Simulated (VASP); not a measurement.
**BN: single point with PBE+D3(BJ)**

System: BN, a slab with vacuum.

```xyz
2
Lattice="2.5450 0.0000 0.0000 -1.2725 2.2040 0.0000 0.0000 0.0000 26.0000" Properties=species:S:1:pos:R:3 pbc="T T T"
B     0.0000    0.0000   13.2145
N     1.2725    0.7347   12.7855
```

```
Program                : VASP 6.6.1
Task                   : single point
Functional             : PBE
Dispersion             : D3(BJ)
Potentials or basis    : VASP PAW PBE potentials, release 64 (B, N)
Cutoff                 : 520 eV
k mesh                 : 12 × 12 × 1
Occupations            : gaussian, width 0.02 eV
Spin                   : no spin polarisation
Dipole correction      : yes
Further INCAR settings : ALGO = Normal; EDIFF = 1e-06; NBANDS = 11
```

```json
{
 "Largest force": "6.196 eV/Å",
 "Band gap on the k mesh": "3.09 eV (least direct gap 3.17 eV)",
 "Dispersion energy per atom": "-0.074 eV"
}
```

Forces on the atoms (eV/Å):
```
B    0.000  0.000 -6.196
N    0.000  0.000  6.196
```

Levels at points of the mesh, in eV from the valence-band top:
```csv
k point,band 2,band 3,band 4,band 5,band 6,band 7
"(0.00, 0.00, 0.00)",-4.75,-0.07,-0.07,3.09,4.91,5.50
"(0.50, 0.00, 0.00)",-7.91,-2.70,-0.73,3.52,8.88,11.40
```

Wall time 36 s on 1 thread of AMD EPYC 7R13 Processor (Zen 3), on a shared host, peak memory 0.23 GiB.
